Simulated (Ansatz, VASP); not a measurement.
## Two plane-wave programs on Mg2BeS3

```
Mg Be S
1.0
     6.05560    0.00000    0.00000
    -3.02780    5.24430    0.00000
     0.00000    0.00000    3.59848
Mg Be S
2 1 3
Direct
  0.33333 0.66667 0.00000
  0.66667 0.33333 0.00000
  0.00000 0.00000 0.50000
  0.66517 0.00000 0.50000
  0.00000 0.66517 0.50000
  0.33483 0.33483 0.50000
```

Alike in both runs: functional PBE; k mesh 3 × 3 × 2; occupations gaussian, width 0.15 eV; no spin polarisation.

Ansatz relaxed the structure, and its values are those at the end. VASP's run is a single point on that final structure, the one shown.

|  | VASP | Ansatz |
| --- | --- | --- |
| version | VASP 6.6.1 | Ansatz 0.2.0 |
| potentials or method | VASP PAW PBE potentials, release 64 (Mg, Be, S), cutoff 600 eV | scalar-relativistic, plane waves, PAW |
| valence electrons in the cell | 24 | 40 |

VASP gave:

```
gap on the k mesh at the Fermi level (eV) : 1.40
least direct gap on the mesh (eV)         : 1.84
pressure (GPa)                            : 0.0
rms of the force components (eV/Å)        : 0.007
```

Question: Estimate Ansatz's values.

Answer: gap on the k mesh at the Fermi level (eV): 1.41; least direct gap on the mesh (eV): 1.85; pressure (GPa): 0.1; rms of the force components (eV/Å): 0.001.

The functional is the same, so the differences come from potentials, cutoffs and numerics. VASP's potentials hold 24 valence electrons a cell and Ansatz's 40, so a difference there can come from the potentials and not from the codes.

The k mesh is coarse, so the values compare programs but aren't converged.
